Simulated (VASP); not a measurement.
Here is a VASP 6.6.1 calculation.

INCAR

```
SYSTEM = ZnO
PREC = Accurate ; ENCUT = 520
EDIFF = 1E-6 ; ISMEAR = 0
SIGMA = 0.05 ; LREAL = .False.
LASPH = .True. ; NELM = 80
ALGO = Normal ; ISIF = 2
LWAVE = .False. ; LCHARG = .True.
GGA = PE ; IVDW = 12
LELF = .True. ; LVHAR = .True.
NBANDS = 26
```

File KPOINTS:

```
regular mesh
0
Gamma
  12 12 6
  0 0 0
```

Contents of POSCAR:

```
ZnO
1.0
    3.2662751495      0.0000000000      0.0000000000
   -1.6331375747      2.8286772553      0.0000000000
    0.0000000000      0.0000000000      7.0941755955
Zn O
2 2
Direct
    0.0000000000      0.0000000000      0.7500000000
    0.0000000000      0.0000000000      0.2500000000
    0.3333333333      0.6666666667      0.2500000000
    0.6666666667      0.3333333333      0.7500000000
```

Potentials or basis: VASP PAW PBE potentials, release 64 (Zn, O).

Launch:

```bash
$ cat potpaw_PBE.64/Zn/POTCAR potpaw_PBE.64/O/POTCAR > POTCAR
$ mpirun -np 1 vasp_std > vasp.out
```

Problem. Estimate the dispersion energy per atom.

Solution. -0.159 eV.

Problem. Estimate the band gap on the k mesh.

Solution. 0.83 eV.

Stress tensor (GPa, compression positive):
```
 1.23  0.00  0.00
 0.00  1.23  0.00
 0.00  0.00 -1.60
```

Caveat: the cell differs from its parent crystal (strain +0.1500 x Voigt [0, 0, 1, 0, 0, 0]). A k mesh can miss the band edges.
